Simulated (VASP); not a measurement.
A run of VASP 6.6.1 is set up as follows.

Contents of POSCAR:

```
GaN
1.0
    0.0000000000      2.2489526314      2.2489526314
    2.2489526314      0.0000000000      2.2489526314
    2.2489526314      2.2489526314      0.0000000000
Ga N
1 1
Direct
    0.0000000000      0.0000000000      0.0000000000
    0.7500000000      0.7500000000      0.7500000000
```

INCAR.step1

```
SYSTEM = GaN
PREC = Accurate
ENCUT = 500
EDIFF = 1E-8
ISMEAR = 0
SIGMA = 0.01
LREAL = .False.
LASPH = .True.
NELM = 60
ALGO = Normal
LWAVE = .True.
LCHARG = .False.
METAGGA = R2SCAN
LMIXTAU = .True.
```

Contents of INCAR.step2:

```
SYSTEM = GaN
PREC = Accurate
ENCUT = 500
EDIFF = 1E-8
ISMEAR = 0
SIGMA = 0.01
LREAL = .False.
LASPH = .True.
NELM = 1
ALGO = Exact
LWAVE = .True.
LCHARG = .False.
METAGGA = R2SCAN
LMIXTAU = .True.
NBANDS = 177
LOPTICS = .True.
ISTART = 1
```

The input INCAR.step3:

```
SYSTEM = GaN
PREC = Accurate
ENCUT = 500
EDIFF = 1E-8
ISMEAR = 0
SIGMA = 0.01
LREAL = .False.
LASPH = .True.
ALGO = EVGW0
LWAVE = .False.
LCHARG = .False.
METAGGA = R2SCAN
LMIXTAU = .True.
NELMGW = 1
NBANDS = 177
ENCUTGW = 200
NOMEGA = 96
PRECFOCK = Fast
ISTART = 1
NBANDSGW = 17
OMEGAMAX = 20
```

File KPOINTS:

```
regular mesh
0
Gamma
  6 6 6
  0 0 0
```

Potentials or basis: VASP PAW PBE potentials, release 64 (Ga_d_GW, N_GW).

Command:

```console
$ cat potpaw_PBE.64/Ga_d_GW/POTCAR potpaw_PBE.64/N_GW/POTCAR > POTCAR
$ cp INCAR.step1 INCAR
$ mpirun -np 1 vasp_std > vasp.out
$ cp INCAR.step2 INCAR
$ mpirun -np 1 vasp_std > vasp.out
$ cp INCAR.step3 INCAR
$ mpirun -np 1 vasp_std > vasp.out
```

Question: What does it give for the quasiparticle gap?

Answer: 3.15 eV.

Question: Estimate the least direct quasiparticle gap.

Answer: 3.15 eV.

Question: What does it give for the least direct gap of the starting levels on the mesh?

Answer: 2.16 eV.

Question: Predict the band gap of the starting levels on the mesh.

Answer: 2.16 eV.

Caveat: the k points lie up to 0.40 Å⁻¹ apart; bands, screening cutoff and mesh are small and nothing is extrapolated, so the quasiparticle values aren't converged.
